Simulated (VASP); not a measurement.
Input of a VASP 6.6.1 run:

Contents of INCAR:

```
PREC     = Accurate       # precision mode
ENCUT    = 600            # plane-wave cutoff, eV
EDIFF    = 1E-6           # SCF threshold, eV
ISMEAR   = -1             # smearing method
SIGMA    = 0.15           # smearing width, eV
LREAL    = F              # projectors in reciprocal space
LASPH    = T              # aspherical terms in the spheres
NELM     = 120            # most SCF steps
ALGO     = Normal         # electronic algorithm
ISIF     = 2              # what is computed and relaxed
LWAVE    = F              # write WAVECAR
LCHARG   = F              # write CHGCAR
GGA      = PS             # functional
NBANDS   = 11             # bands
GGA_COMPAT= F
```

Contents of KPOINTS:

```
Automatic mesh
0
Gamma
  14 14 14
```

POSCAR

```
C
1.0
    1.2072106423      0.6969833930      3.2902714810
   -1.2072106423      0.6969833930      3.2902714810
    0.0000000000     -1.3939667761      3.2902714810
C
2
Direct
    0.8360000000      0.8360000000      0.8360000000
    0.1640000000      0.1640000000      0.1640000000
```

Potentials or basis: VASP PAW PBE potentials, release 64 (C).

Run with:

```bash
$ cat potpaw_PBE.64/C/POTCAR > POTCAR
$ mpirun -np 1 vasp_std > vasp.out
```

**Question.** Predict the pressure.

**Answer.** 17.5 GPa.

**Question.** Estimate the band gap on the k mesh.

**Answer.** 0.55 eV, direct.

Stress tensor (GPa, compression positive):
```
25.72  0.00  0.00
 0.00 25.72  0.00
 0.00  0.00  1.08
```

Caveat: the PAW data sets were made with another functional, which shifts forces and pressure a little. A k mesh can miss the band edges.
